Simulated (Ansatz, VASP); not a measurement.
# One calculation of Al2Au, two programs

Contents of INCAR:

```
PREC     = Accurate       # precision mode
ENCUT    = 500            # plane-wave cutoff, eV
EDIFF    = 1E-6           # SCF threshold, eV
ISMEAR   = 1              # smearing method
SIGMA    = 0.15           # smearing width, eV
LREAL    = False          # projectors in reciprocal space
LASPH    = True           # aspherical terms in the spheres
NELM     = 120            # most SCF steps
ALGO     = Normal         # electronic algorithm
ISIF     = 2              # what is computed and relaxed
LWAVE    = False          # write WAVECAR
LCHARG   = False          # write CHGCAR
GGA      = PE             # functional
NBANDS   = 16             # bands
GGA_COMPAT= False
```

Contents of KPOINTS:

```
Automatic mesh
0
Gamma
  7 7 7
```

File POSCAR:

```
Al2Au
1.0
    0.0000000000      3.0000000000      3.0000000000
    3.0000000000      0.0000000000      3.0000000000
    3.0000000000      3.0000000000      0.0000000000
Al Au
2 1
Direct
    0.2500000000      0.2500000000      0.2500000000
    0.7500000000      0.7500000000      0.7500000000
    0.0000000000      0.0000000000      0.0000000000
```

Input for Ansatz:

```yaml
crystal:
  lattice:
    bravais: fcc
    a: 6.0
  space_group: 225
  atoms:
    - { symbol: Al, position: [0.25, 0.75, 0.75] }
    - { symbol: Au, position: [0.0, 0.0, 0.0] }
  reduce_to_primitive: true
basis:
  ecutwfc: 450.0
kpoints:
  mp_grid:
    grid: [7, 7, 7]
hamiltonian:
  xc: pbe
scf:
  convergence:
    dr2_threshold: 1.0e-08
  occupations:
    method: cold
    width: 0.15
output:
  stress: true
```

Alike in both runs: task single point; functional PBE; k mesh 7 × 7 × 7; no spin polarisation.

|  | VASP | Ansatz |
| --- | --- | --- |
| version | VASP 6.6.1 | Ansatz 0.2.0 |
| potentials or method | VASP PAW PBE potentials, release 64 (Al, Au), cutoff 500 eV | plane waves, PAW |
| occupations | methfessel-paxton of order 1, width 0.15 eV | cold, width 0.15 eV |
| valence electrons in the cell | 17 | 25 |

|  | VASP | Ansatz | Ansatz less VASP |
| --- | --- | --- | --- |
| pressure (GPa) | 3.1 | 3.4 | +0.27 |

VASP's potentials hold 17 valence electrons a cell and Ansatz's 25, so a difference there can come from the potentials and not from the codes. Ansatz's warnings: stress scf threshold loose.

Spin-orbit coupling is off throughout.
